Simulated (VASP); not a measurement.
# AlH2: single point with PBE

The system is AlH2.

```
Al H
1.0
     2.73528    0.00000    0.00000
    -1.36764    2.36882    0.00000
     0.00000    0.00000    4.87620
Al H
1 2
Direct
  0.66667 0.33333 0.00000
  0.33333 0.66667 0.22114
  0.33333 0.66667 0.77886
```

```
Program                : VASP 6.6.1
Task                   : single point
Functional             : PBE
Potentials or basis    : VASP PAW PBE potentials, release 64 (Al, H)
Cutoff                 : 520 eV
k mesh                 : 6 × 6 × 6
Occupations            : gaussian, width 0.1 eV
Spin                   : no spin polarisation
Dipole correction      : no
Further INCAR settings : ALGO = Normal; EDIFF = 1e-06; NBANDS = 10
```

- Pressure: -0.1 GPa

Stress tensor (GPa, compression positive):
```
-0.15  0.00  0.00
 0.00 -0.15  0.00
 0.00  0.00  0.10
```

Levels at points of the mesh, in eV from the Fermi level:
| k point | band 1 | band 2 | band 3 | band 4 | band 5 | band 6 | band 7 |
| --- | --- | --- | --- | --- | --- | --- | --- |
| (0.00, 0.00, 0.00) | -11.62 | -6.05 | 0.66 | 10.19 | 12.60 | 12.60 | 14.30 |
| (0.50, 0.00, 0.00) | -7.12 | -2.98 | -2.42 | 3.53 | 6.08 | 7.17 | 8.01 |
| (0.00, 0.00, 0.50) | -11.41 | -6.99 | 4.38 | 6.45 | 11.69 | 12.68 | 12.68 |
| (0.50, 0.00, 0.50) | -6.93 | -3.10 | -2.78 | 2.31 | 7.63 | 8.13 | 9.98 |

It used 5.2 s of CPU time on 1 thread of AMD EPYC 9R14 (Zen 4) (shared host).

Caveat: the k points lie up to 0.44 Å⁻¹ apart.
